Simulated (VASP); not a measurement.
# FeGe (zincblende type) (F-43m) in VASP: further runs

FeGe (zincblende type) is run at these levels: PBE; tasks: single point.

Everything below comes from runs of VASP 6.6.1. Logs are shortened: lines on timing, memory, paths and dates and some standing lists are left out, and cuts for length are marked.

### 1 The cell of the first run

Symmetry: F-43m, No. 216, cubic system. Conventional cell: a = 5.502 Å, b = 5.502 Å, c = 5.502 Å, α = 90.00°, β = 90.00°, γ = 90.00°. Fe (site symmetry -43m) has 4 Ge at 2.38 Å within 3.1 Å. Ge (site symmetry -43m) has 4 Fe at 2.38 Å within 3.1 Å.

### 2 Single point, PBE, collinear spin, ferromagnetic start

File INCAR:

```
SYSTEM = FeGe
PREC = Accurate ; ENCUT = 520
EDIFF = 1E-6 ; ISMEAR = -1
SIGMA = 0.05 ; LREAL = .False.
LASPH = .True. ; NELM = 150
ALGO = Normal ; ISIF = 2
LWAVE = .False. ; LCHARG = .False.
ISPIN = 2 ; MAGMOM = 2.5 0
LORBIT = 11 ; LMAXMIX = 4
GGA = PE ; NBANDS = 22
```

File KPOINTS:

```
regular mesh
0
Gamma
  12 12 12
  0 0 0
```

File POSCAR:

```
FeGe
1.0
    0.0000000000      2.7511832185      2.7511832185
    2.7511832185      0.0000000000      2.7511832185
    2.7511832185      2.7511832185      0.0000000000
Fe Ge
1 1
Direct
    0.0000000000      0.0000000000      0.0000000000
    0.2500000000      0.2500000000      0.2500000000
```

Potentials or basis: VASP PAW PBE potentials, release 64 (Fe, Ge_d).

Started as:

```sh
> cat potpaw_PBE.64/Fe/POTCAR potpaw_PBE.64/Ge_d/POTCAR > POTCAR
> mpirun -np 1 vasp_std > vasp.out
```

OUTCAR:

```text
SYSTEM = FeGe
   PREC = Accurate
   ENCUT = 520
   EDIFF = 1E-6
   ISMEAR = -1
   LREAL = .False.
   LASPH = .True.
   NELM = 150
   ISIF = 2
   ISPIN = 2
   LORBIT = 11
   GGA = PE

 ion  position               nearest neighbor table
   1  0.000  0.000  0.000-   2 2.38   2 2.38   2 2.38   2 2.38
   2  0.250  0.250  0.250-   1 2.38   1 2.38   1 2.38   1 2.38

  LATTYP: Found a face centered cubic cell.
 ALAT       =     5.5023664370

  Lattice vectors:

 A1 = (   0.0000000000,   2.7511832185,   2.7511832185)
 A2 = (   2.7511832185,   0.0000000000,   2.7511832185)
 A3 = (   2.7511832185,   2.7511832185,   0.0000000000)

Analysis of symmetry for initial positions (statically):
=====================================================================
 Subroutine PRICEL returns:
 Original cell was already a primitive cell.

 Routine SETGRP: Setting up the symmetry group for a
 face centered cubic supercell.

 Subroutine GETGRP returns: Found 24 space group operations
 (whereof 24 operations were pure point group operations)
 out of a pool of 48 trial point group operations.

The static configuration has the point symmetry T_d .

Analysis of symmetry for dynamics (positions and initial velocities):
=====================================================================
 Subroutine PRICEL returns:
 Original cell was already a primitive cell.

 Routine SETGRP: Setting up the symmetry group for a
 face centered cubic supercell.

 Subroutine GETGRP returns: Found 24 space group operations
 (whereof 24 operations were pure point group operations)
 out of a pool of 48 trial point group operations.

The dynamic configuration has the point symmetry T_d .

Analysis of structural, dynamic, and magnetic symmetry:
=====================================================================
 Subroutine PRICEL returns:
 Original cell was already a primitive cell.

 Routine SETGRP: Setting up the symmetry group for a
 face centered cubic supercell.

 Subroutine GETGRP returns: Found 24 space group operations
 (whereof 24 operations were pure point group operations)
 out of a pool of 48 trial point group operations.

The overall configuration has the point symmetry T_d .

 Subroutine INISYM returns: Found 24 space group operations
 (whereof 24 operations are pure point group operations),
 and found     1 'primitive' translations

----------------------------------------------------------------------------------------

                                     Primitive cell
[... 113 lines left out ...]
  Fermi-wavevector in a.u.,A,eV,Ry     =   1.323385  2.500835 23.828535  1.751348
  Thomas-Fermi vector in A             =   2.452997
   LORBIT       =     11    0 simple, 1 ext, 2 COOP (PROOUT), +10 PAW based schemes
   GGA     = PE    functional components
   LHFCALC =     F    Hartree Fock is set to
   AEXX    =    0.0000 exact exchange contribution
   IVDW    =     0    specifies the selected vdW correction
   LEPSILON=     F    determine dielectric tensor
   LRPA    =     F    only Hartree local field effects (RPA)
 spin polarized calculation
  energy-cutoff  :      520.00
  volume of cell :       41.65
 maximum number of plane-waves:      1139
 NGX is ok and might be reduce to    30
   NGX = 15   NGY = 15   NGZ = 15

 number of electron      21.9999990 magnetization       2.0835293

 Free energy of the ion-electron system (eV)
  ---------------------------------------------------
  ext. energy  EPLUGINS =         0.00000000
  ---------------------------------------------------
  free energy    TOTEN  =       -11.22106489 eV

  energy without entropy =      -11.19000976  energy(sigma->0) =      -11.20553732

 E-fermi :   3.2804     XC(G=0): -10.0874

 val. band max:        3.2756920680   @ k =   0.5000   0.3333   0.0000
 cond. band min:       3.2809513838   @ k =  -0.3333   0.2500   0.0000
 fundamental gap:      0.0052593158
 Fermi energy:         3.2803519783

 spin component 1

 k-point     1 :       0.0000    0.0000    0.0000
  band No.  band energies     occupation
      1     -20.6937      1.00000
      2     -20.6937      1.00000
      3     -20.6937      1.00000
      4     -20.6703      1.00000
      5     -20.6703      1.00000
      6      -6.6252      1.00000
[... 589 lines left out ...]
     21      17.7812      0.00000
     22      22.0975      0.00000

 [... further k-points ...]

 spin component 2

 k-point     1 :       0.0000    0.0000    0.0000
  band No.  band energies     occupation
      1     -20.7251      1.00000
      2     -20.7251      1.00000
      3     -20.7251      1.00000
      4     -20.7032      1.00000
      5     -20.7032      1.00000
      6      -6.7244      1.00000
[... 589 lines left out ...]
     21      17.9620      0.00000
     22      22.1605      0.00000

 [... further k-points ...]

------------------------ aborting loop because EDIFF is reached ----------------------------------------

  FORCE on cell =-STRESS in cart. coord.  units (eV):
  Direction    XX          YY          ZZ          XY          YZ          ZX
  --------------------------------------------------------------------------------------
  -------------------------------------------------------------------------------------
  Total       -0.4995914     -0.4995914     -0.4995914      0.0000000      0.0000000      0.0000000
  in kB      -19.2192758    -19.2192758    -19.2192758      0.0000000      0.0000000      0.0000000
  external PRESSURE =     -19.2192758 kB  Pullay stress =       0.0000000 kB

 VOLUME and BASIS-vectors are now :
 -----------------------------------------------------------------------------
  energy-cutoff  :      520.00
  volume of cell :       41.65
      direct lattice vectors                 reciprocal lattice vectors
     0.000000000  2.751183219  2.751183219    -0.181739986  0.181739986  0.181739986
     2.751183219  0.000000000  2.751183219     0.181739986 -0.181739986  0.181739986
     2.751183219  2.751183219  0.000000000     0.181739986  0.181739986 -0.181739986

 POSITION                                       TOTAL-FORCE (eV/Angst)
 -----------------------------------------------------------------------------------
      0.00000      0.00000      0.00000         0.000000     -0.000000      0.000000
      1.37559      1.37559      1.37559        -0.000000      0.000000     -0.000000
 -----------------------------------------------------------------------------------
    total drift:                                0.000000      0.000000      0.000000

  FREE ENERGIE OF THE ION-ELECTRON SYSTEM (eV)
  ---------------------------------------------------
  free  energy   TOTEN  =       -11.2210648879 eV

  energy  without entropy=      -11.1900097553  energy(sigma->0) =      -11.20553732

 total charge

# of ion       s       p       d       tot
------------------------------------------
    1        0.458   0.320   6.265   7.043
    2        1.187   1.190  10.026  12.403
--------------------------------------------------
tot          1.646   1.510  16.291  19.446

 magnetization (x)

# of ion       s       p       d       tot
------------------------------------------
    1        0.047  -0.006   2.259   2.300
    2       -0.007  -0.186   0.009  -0.184
--------------------------------------------------
tot          0.040  -0.192   2.268   2.116
```

OSZICAR:

```text
N       E                     dE             d eps       ncg     rms          rms(c)
DAV:   1     0.154788083688E+03    0.15479E+03   -0.10203E+04  7308   0.219E+03
DAV:   2     0.859684710753E+01   -0.14619E+03   -0.13752E+03  6396   0.475E+02
DAV:   3    -0.121568222029E+02   -0.20754E+02   -0.20455E+02  7224   0.108E+02
DAV:   4    -0.128100226490E+02   -0.65320E+00   -0.65288E+00  7332   0.211E+01
DAV:   5    -0.128198081467E+02   -0.97855E-02   -0.97852E-02  7388   0.271E+00    0.134E+01
DAV:   6    -0.193102490956E+02   -0.64904E+01   -0.60762E+01  7622   0.671E+01    0.364E+01
DAV:   7    -0.111588257360E+02    0.81514E+01   -0.35283E+01  7254   0.496E+01    0.287E+00
DAV:   8    -0.112207100814E+02   -0.61884E-01   -0.43489E-01  7424   0.423E+00    0.187E+00
DAV:   9    -0.112201367340E+02    0.57335E-03   -0.57677E-02  8082   0.196E+00    0.119E+00
DAV:  10    -0.112207715973E+02   -0.63486E-03   -0.17263E-02  8980   0.101E+00    0.198E-01
DAV:  11    -0.112212190526E+02   -0.44746E-03   -0.16360E-03  8048   0.253E-01    0.203E-01
DAV:  12    -0.112210706217E+02    0.14843E-03   -0.70505E-04  9040   0.207E-01    0.656E-02
DAV:  13    -0.112210700125E+02    0.60920E-06   -0.71834E-05  8850   0.506E-02    0.386E-02
DAV:  14    -0.112210678257E+02    0.21868E-05   -0.85015E-06  7706   0.225E-02    0.212E-02
DAV:  15    -0.112210648572E+02    0.29685E-05   -0.71019E-06  6788   0.212E-02    0.342E-03
DAV:  16    -0.112210648879E+02   -0.30744E-07   -0.62286E-07  3732   0.621E-03
   1 F= -.11221065E+02 E0= -.11205537E+02  d E =-.310551E-01  mag=     2.0836
```

stdout:

```text
POSCAR found type information on POSCAR FeGe
 POSCAR found :  2 types and       2 ions
 scaLAPACK will be used
 LDA part: xc-table for (Slater+PW92), standard interpolation
 POSCAR, INCAR and KPOINTS ok, starting setup
 FFT: planning ... GRIDC
 FFT: planning ... GRID_SOFT
 FFT: planning ... GRID
 WAVECAR not read
 entering main loop
```

Wall time 5.1 min (1 thread of Intel Xeon 8259CL, shared host); peak memory 0.26 GiB.

What came out:

* Free energy: -11.2211 eV
* Pressure: -1.9 GPa
* Net moment: 2.08 μB per cell
* Site moments: Fe +2.30; Ge -0.18 μB
* Valence electrons inside the program's atomic spheres: Fe 7.04; Ge 12.40

### 3 Single point, PBE, collinear spin, ferromagnetic start

File INCAR:

```
PREC = Accurate ; ENCUT = 520
EDIFF = 1E-6 ; ISMEAR = -1
SIGMA = 0.05 ; LREAL = False
LASPH = True ; NELM = 150
ALGO = Normal ; ISIF = 2
LWAVE = False ; LCHARG = False
ISPIN = 2 ; MAGMOM = 2.5 0
LORBIT = 11 ; LMAXMIX = 4
GGA = PE ; NBANDS = 22
```

File KPOINTS:

```
regular mesh
0
Gamma
  12 12 12
```

POSCAR is that of step 2.

Potentials or basis: VASP PAW PBE potentials, release 64 (Fe, Ge_d).

Started as:

```sh
> cat potpaw_PBE.64/Fe/POTCAR potpaw_PBE.64/Ge_d/POTCAR > POTCAR
> mpirun -np 1 vasp_std > vasp.out
```

It took 5.1 min on 1 thread of Intel Xeon 8259CL, shared host; peak memory 0.26 GiB.

The run converged. Its results:

| Item | Value |
| --- | --- |
| Free energy | -11.2211 eV |
| Pressure | -1.9 GPa |
| Net moment | 2.08 μB per cell |
| Site moments | Fe +2.30; Ge -0.18 μB |
| Valence electrons inside the program's atomic spheres | Fe 7.04; Ge 12.40 |

Levels at points of the mesh, in eV from the Fermi level:
Spin up:
```tsv
k point	band 9	band 10	band 11	band 12	band 13	band 14	band 15	band 16
(0.00, 0.00, 0.00)	-2.98	-2.33	-2.33	4.75	4.75	4.75	5.86	7.52
(0.50, 0.00, 0.00)	-2.88	-2.15	-2.15	-1.66	2.88	2.88	6.05	8.13
(0.50, 0.50, 0.00)	-2.24	-2.18	-2.03	-1.43	0.40	0.40	4.69	5.61
```
Spin down:
| k point | band 6 | band 7 | band 8 | band 9 | band 10 | band 11 | band 12 | band 13 | band 14 | band 15 |
| --- | --- | --- | --- | --- | --- | --- | --- | --- | --- | --- |
| (0.00, 0.00, 0.00) | -10.00 | -1.68 | -1.68 | -1.68 | 0.16 | 0.16 | 5.22 | 5.22 | 5.22 | 5.89 |
| (0.50, 0.00, 0.00) | -8.31 | -3.79 | -1.43 | -1.43 | 0.09 | 0.19 | 0.19 | 3.32 | 3.32 | 6.26 |
| (0.50, 0.50, 0.00) | -7.69 | -3.65 | -0.95 | -0.95 | -0.63 | 0.40 | 0.51 | 0.92 | 0.92 | 5.23 |
